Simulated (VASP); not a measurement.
# CdInS2 (P-3m1) in VASP: a series of runs

CdInS2 is run at these levels: PBE; tasks: single point.

Program: VASP 6.6.1. These are calculated values, not measurements. Logs are shortened: lines on timing, memory, paths and dates and some standing lists are left out, and cuts for length are marked.

**1. The cell of the first run**

It takes space group P-3m1 (No. 164, trigonal). The conventional cell has a = 3.869 Å, b = 3.869 Å, c = 6.811 Å, α = 90.00°, β = 90.00°, γ = 120.00°. Within 3.7 Å of Cd (site symmetry -3m) lie 6 S at 2.79 Å and 2 In at 3.41 Å. Within 3.7 Å of In (site symmetry -3m) lie 6 S at 2.83 Å and 2 Cd at 3.41 Å. Within 3.7 Å of S (site symmetry 3m) lie 3 Cd at 2.79 Å and 3 In at 2.83 Å.

**2. Single point, PBE**

INCAR reads:

```
  PREC = Accurate
  ENCUT = 520
  EDIFF = 1E-7
  ISMEAR = -1
  SIGMA = 0.05
  LREAL = False
  LASPH = True
  NELM = 80
  ALGO = Normal
  ISIF = 2
  LWAVE = False
  LCHARG = False
  GGA = PE
  NBANDS = 26
```

KPOINTS reads:

```
regular mesh
0
Gamma
  2 2 1
```

POSCAR reads:

```
CdInS2
1.0
    3.8694960000      0.0000000000      0.0000000000
   -1.9347480000      3.3510818358      0.0000000000
    0.0000000000      0.0000000000      6.8105290000
Cd In S
1 1 2
Direct
    0.0000000000      0.0000000000      0.0000000000
    0.0000000000      0.0000000000      0.5000000000
    0.6666666667      0.3333333333      0.7550490000
    0.3333333333      0.6666666667      0.2449510000
```

Potentials or basis: VASP PAW PBE potentials, release 64 (Cd, In_d, S).

The run is started by

```bash
$ cat potpaw_PBE.64/Cd/POTCAR potpaw_PBE.64/In_d/POTCAR potpaw_PBE.64/S/POTCAR > POTCAR
$ mpirun -np 1 vasp_std > vasp.out
```

OUTCAR:

```text
PREC = Accurate
   ENCUT = 520
   EDIFF = 1E-7
   ISMEAR = -1
   LREAL = False
   LASPH = True
   NELM = 80
   ISIF = 2
   GGA = PE

 ion  position               nearest neighbor table
   1  0.000  0.000  0.000-   3 2.79   4 2.79   4 2.79   3 2.79   3 2.79   4 2.79   2 3.41   2 3.41

   2  0.000  0.000  0.500-   3 2.83   4 2.83   4 2.83   3 2.83   3 2.83   4 2.83   1 3.41   1 3.41

   3  0.667  0.333  0.755-   1 2.79   1 2.79   1 2.79   2 2.83   2 2.83   2 2.83
   4  0.333  0.667  0.245-   1 2.79   1 2.79   1 2.79   2 2.83   2 2.83   2 2.83

  LATTYP: Found a hexagonal cell.
 ALAT       =     3.8694960000
 C/A-ratio  =     1.7600558316

  Lattice vectors:

 A1 = (   3.8694960000,   0.0000000000,   0.0000000000)
 A2 = (  -1.9347480000,   3.3510818358,   0.0000000000)
 A3 = (   0.0000000000,   0.0000000000,   6.8105290000)

Analysis of symmetry for initial positions (statically):
=====================================================================
 Subroutine PRICEL returns:
 Original cell was already a primitive cell.

 Routine SETGRP: Setting up the symmetry group for a
 hexagonal supercell.

 Subroutine GETGRP returns: Found 12 space group operations
 (whereof 12 operations were pure point group operations)
 out of a pool of 24 trial point group operations.

The static configuration has the point symmetry D_3d.

Analysis of symmetry for dynamics (positions and initial velocities):
=====================================================================
 Subroutine PRICEL returns:
 Original cell was already a primitive cell.

 Routine SETGRP: Setting up the symmetry group for a
 hexagonal supercell.

 Subroutine GETGRP returns: Found 12 space group operations
 (whereof 12 operations were pure point group operations)
 out of a pool of 24 trial point group operations.

The dynamic configuration has the point symmetry D_3d.

 Subroutine INISYM returns: Found 12 space group operations
 (whereof 12 operations are pure point group operations),
 and found     1 'primitive' translations

----------------------------------------------------------------------------------------

                                     Primitive cell

  volume of cell :      88.3121

  direct lattice vectors                    reciprocal lattice vectors
     3.869496000  0.000000000  0.000000000     0.258431589  0.149205547  0.000000000
    -1.934748000  3.351081836  0.000000000     0.000000000  0.298411095  0.000000000
[... 72 lines left out ...]
   ISIF   =      2    stress and relaxation
   ISYM   =      2    0-nonsym 1-usesym 2-fastsym
   POTIM  = 0.5000    time-step for ionic-motion
   TEBEG  =    0.0;   TEEND  =   0.0 temperature during run
   PSTRESS=    0.0 pullay stress
   NELECT =      37.0000    total number of electrons
   NUPDOWN=      -1.0000    fix difference up-down
   EMIN   =  10.00;   EMAX   =-10.00  energy-range for DOS
   EFERMI =   0.00;   METHOD = LEGACY
   ISMEAR =    -1;   SIGMA  =   0.05  broadening in eV -4-tet -1-fermi 0-gaus
   EFERMI_NEDOS =   21; number of points for ismear=-14 and -15
   IALGO  =     38    algorithm
   IMIX   =      4    mixing-type and parameters
     AMIX     =   0.40;   BMIX     =  1.00
     AMIX_MAG =   1.60;   BMIX_MAG =  1.00
  volume/ion in A,a.u.               =      22.08       148.99
  Fermi-wavevector in a.u.,A,eV,Ry     =   1.224998  2.314910 20.417170  1.500620
  Thomas-Fermi vector in A             =   2.360052
   LORBIT       =      0    0 simple, 1 ext, 2 COOP (PROOUT), +10 PAW based schemes
   GGA     = PE    functional components
   LHFCALC =     F    Hartree Fock is set to
   AEXX    =    0.0000 exact exchange contribution
   IVDW    =     0    specifies the selected vdW correction
   LEPSILON=     F    determine dielectric tensor
   LRPA    =     F    only Hartree local field effects (RPA)
 non-spin polarized calculation
  energy-cutoff  :      520.00
  volume of cell :       88.31
 maximum number of plane-waves:      2380
 NGX is ok and might be reduce to    30
   NGX = 15   NGY = 15   NGZ = 25

 number of electron      37.0000009 magnetization

 Free energy of the ion-electron system (eV)
  ---------------------------------------------------
  ext. energy  EPLUGINS =         0.00000000
  ---------------------------------------------------
  free energy    TOTEN  =       -12.34832472 eV

  energy without entropy =      -12.30058616  energy(sigma->0) =      -12.32445544

 E-fermi :   5.2302     XC(G=0): -10.0206

 val. band max:        3.8892255798   @ k =   0.0000   0.0000   0.0000
 cond. band min:       5.2648445904   @ k =   0.5000   0.0000   0.0000
 fundamental gap:      1.3756190107
 Fermi energy:         5.2301872314

 k-point     1 :       0.0000    0.0000    0.0000
  band No.  band energies     occupation
      1      -9.5559      2.00000
      2      -9.5380      2.00000
      3      -9.5380      2.00000
      4      -9.4807      2.00000
      5      -9.4807      2.00000
      6      -8.5410      2.00000
[... 18 lines left out ...]
     25      12.2735      0.00000
     26      12.2735      0.00000

 k-point     2 :       0.5000    0.0000    0.0000
  band No.  band energies     occupation
      1      -9.7819      2.00000
      2      -9.5417      2.00000
      3      -9.5142      2.00000
      4      -9.4805      2.00000
      5      -9.4255      2.00000
      6      -7.4398      2.00000
[... 18 lines left out ...]
     25      11.3099      0.00000
     26      13.9341      0.00000

------------------------ aborting loop because EDIFF is reached ----------------------------------------

  FORCE on cell =-STRESS in cart. coord.  units (eV):
  Direction    XX          YY          ZZ          XY          YZ          ZX
  --------------------------------------------------------------------------------------
  -------------------------------------------------------------------------------------
  Total        3.4824270      3.4824270      0.1120569     -0.0000000      0.0000000     -0.0000000
  in kB       63.1789388     63.1789388      2.0329597     -0.0000000      0.0000000     -0.0000000
  external PRESSURE =      42.7969458 kB  Pullay stress =       0.0000000 kB

 VOLUME and BASIS-vectors are now :
 -----------------------------------------------------------------------------
  energy-cutoff  :      520.00
  volume of cell :       88.31
      direct lattice vectors                 reciprocal lattice vectors
     3.869496000  0.000000000  0.000000000     0.258431589  0.149205547  0.000000000
    -1.934748000  3.351081836  0.000000000     0.000000000  0.298411095  0.000000000
     0.000000000  0.000000000  6.810529000     0.000000000  0.000000000  0.146831472

 POSITION                                       TOTAL-FORCE (eV/Angst)
 -----------------------------------------------------------------------------------
      0.00000      0.00000      0.00000        -0.000000      0.000000      0.000000
      0.00000      0.00000      3.40526        -0.000000      0.000000      0.000000
      1.93475      1.11703      5.14228         0.000000      0.000000     -0.234785
     -0.00000      2.23405      1.66825         0.000000      0.000000      0.234785
 -----------------------------------------------------------------------------------
    total drift:                                0.000000     -0.000000      0.000000

  FREE ENERGIE OF THE ION-ELECTRON SYSTEM (eV)
  ---------------------------------------------------
  free  energy   TOTEN  =       -12.3483247238 eV

  energy  without entropy=      -12.3005861611  energy(sigma->0) =      -12.32445544
```

Run time: 13 s. Hardware: 1 thread of Intel Xeon 8259CL, shared host; peak memory 0.21 GiB.

What came out:

```
Free energy            : -12.3483 eV
Pressure               : 4.3 GPa
Largest force          : 0.235 eV/Å
Band gap on the k mesh : zero (an odd number of electrons rules out a gap without spin polarisation)
```

Forces in eV/Å, atoms in the order of the input:
```
Cd   0.000  0.000  0.000
In   0.000  0.000  0.000
S    0.000  0.000 -0.235
S    0.000  0.000  0.235
```

Stress tensor (GPa, compression positive):
```
6.32 0.00 0.00
0.00 6.32 0.00
0.00 0.00 0.20
```

Caveat: the k points lie up to 0.94 Å⁻¹ apart, too coarse for converged energies and pressures of a metal; spin-orbit coupling is left out, which moves the levels of the heavy elements.

**3. Single point, PBE**

INCAR reads:

```
SYSTEM = CdInS2
PREC = Accurate ; ENCUT = 520
EDIFF = 1E-6 ; ISMEAR = -1
SIGMA = 0.05 ; LREAL = .FALSE.
LASPH = .TRUE. ; NELM = 60
ALGO = Normal ; ISIF = 2
LWAVE = .FALSE. ; LCHARG = .FALSE.
GGA = PE ; NBANDS = 26
```

KPOINTS reads:

```
Automatic mesh
0
G
  3 3 2
  0 0 0
```

POSCAR is that of step 2.

Potentials or basis: VASP PAW PBE potentials, release 64 (Cd, In_d, S).

The run is started by

```bash
$ cat potpaw_PBE.64/Cd/POTCAR potpaw_PBE.64/In_d/POTCAR potpaw_PBE.64/S/POTCAR > POTCAR
$ mpirun -np 1 vasp_std > vasp.out
```

Run time: 20 s. Hardware: 1 thread of Intel Xeon 8259CL, shared host; peak memory 0.21 GiB.

The run converged. Its results:

| Property | Result |
| --- | --- |
| Free energy | -12.7733 eV |
| Pressure | 1.1 GPa |
| Largest force | 0.160 eV/Å |
| Band gap on the k mesh | zero (an odd number of electrons rules out a gap without spin polarisation) |

Forces on the atoms (eV/Å):
```
Cd   0.000  0.000  0.000
In   0.000  0.000  0.000
S    0.000  0.000  0.160
S    0.000  0.000 -0.160
```

Stress tensor (GPa, compression positive):
```
 2.55  0.00  0.00
 0.00  2.55  0.00
 0.00  0.00 -1.69
```

Levels at points of the mesh, in eV from the Fermi level:
| k point | band 15 | band 16 | band 17 | band 18 | band 19 | band 20 | band 21 | band 22 |
| --- | --- | --- | --- | --- | --- | --- | --- | --- |
| (0.00, 0.00, 0.00) | -2.18 | -2.18 | -2.05 | -1.68 | -1.68 | 1.66 | 4.23 | 4.68 |
| (0.00, 0.00, 0.50) | -2.00 | -2.00 | -1.85 | -1.85 | 0.40 | 0.96 | 4.36 | 4.72 |

Caveat: the k points lie up to 0.62 Å⁻¹ apart, too coarse for converged energies and pressures of a metal; spin-orbit coupling is left out, which moves the levels of the heavy elements.

The gap in the log of VASP goes by the Fermi energy; the results here count the filled bands.